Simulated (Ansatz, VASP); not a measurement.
**Two plane-wave programs on Ga2O3**

```
Ga O
1.0
     6.06831   -1.50783    0.00576
     6.06831    1.50783    0.00576
    -1.37190    0.00000    5.58518
Ga O
4 6
Direct
  0.09067 0.09067 0.79501
  0.90933 0.90933 0.20499
  0.65889 0.65889 0.31431
  0.34111 0.34111 0.68569
  0.16566 0.16566 0.10931
  0.83434 0.83434 0.89069
  0.17309 0.17309 0.56223
  0.82691 0.82691 0.43777
  0.49645 0.49645 0.25585
  0.50355 0.50355 0.74415
```

Alike in both runs: functional LDA; k mesh 10 × 10 × 6; occupations gaussian, width 0.02 eV; no spin polarisation.

Ansatz relaxed the structure, and its values are those at the end. VASP's run is a single point on that final structure, the one shown.

```csv
,VASP,Ansatz
version,VASP 6.6.1,Ansatz 0.2.0
potentials or method,"VASP PAW LDA potentials, release 64 (Ga_d, O), cutoff 520 eV","scalar-relativistic, plane waves, PAW"
valence electrons in the cell,88,88
```

|  | VASP | Ansatz | Ansatz less VASP |
| --- | --- | --- | --- |
| gap on the k mesh at the Fermi level (eV) | 2.51 | 2.50 | -0.009 |
| least direct gap on the mesh (eV) | 2.53 | 2.52 | -0.011 |
| pressure (GPa) | 1.8 | 0.0 | -1.87 |
| rms of the force components (eV/Å) | 0.028 | 0.001 | -0.0273 |

LDA's correlation is that of Perdew and Zunger in VASP and of Perdew and Wang (1992) in Ansatz.
